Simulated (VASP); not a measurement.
Set up this calculation in VASP 6.6.1, as the native input.

```yaml
Task: single point
Functional: PBE
Potentials_or_basis: VASP PAW PBE potentials, release 64 (Te, W_sv)
Cutoff: 520 eV
k_mesh: 8 × 8 × 8
Occupations: gaussian, width 0.1 eV
Spin: no spin polarisation
Dipole_correction: no
Further_INCAR_settings: ALGO = Normal; EDIFF = 1e-06; NBANDS = 27
```

The structure of Te4W lies in POSCAR:

```
Te4W
1.0
    0.0000000000      4.3571981069      4.3571981069
    4.3571981069      0.0000000000      4.3571981069
    4.3571981069      4.3571981069      0.0000000000
Te W
4 1
Direct
    0.3756273946      0.8731178163      0.3756273946
    0.3756273946      0.3756273946      0.3756273946
    0.8731178163      0.3756273946      0.3756273946
    0.3756273946      0.3756273946      0.8731178163
    0.7500000000      0.7500000000      0.7500000000
```

The cell was generated, and may not be a known phase.

One way to write it, as run:

INCAR

```
SYSTEM = Te4W
PREC = Accurate
ENCUT = 520
EDIFF = 1E-6
ISMEAR = 0
SIGMA = 0.1
LREAL = .FALSE.
LASPH = .TRUE.
NELM = 60
ALGO = Normal
ISIF = 2
LWAVE = .FALSE.
LCHARG = .FALSE.
GGA = PE
NBANDS = 27
```

KPOINTS

```
regular mesh
0
G
  8 8 8
  0 0 0
```

Potentials or basis: VASP PAW PBE potentials, release 64 (Te, W_sv).

Launch:

```sh
$ cat potpaw_PBE.64/Te/POTCAR potpaw_PBE.64/W_sv/POTCAR > POTCAR
$ mpirun -np 1 vasp_std > vasp.out
```

It gave:

```
Pressure               : 0.0 GPa
Band gap on the k mesh : zero (bands 19 and 20 overlap by 0.78 eV)
```

Caveat: spin-orbit coupling is left out, which moves the levels of the heavy elements.

Run time: 5.3 min on 1 thread of Intel Xeon 8259CL, with other jobs on the host, peak memory 0.38 GiB.
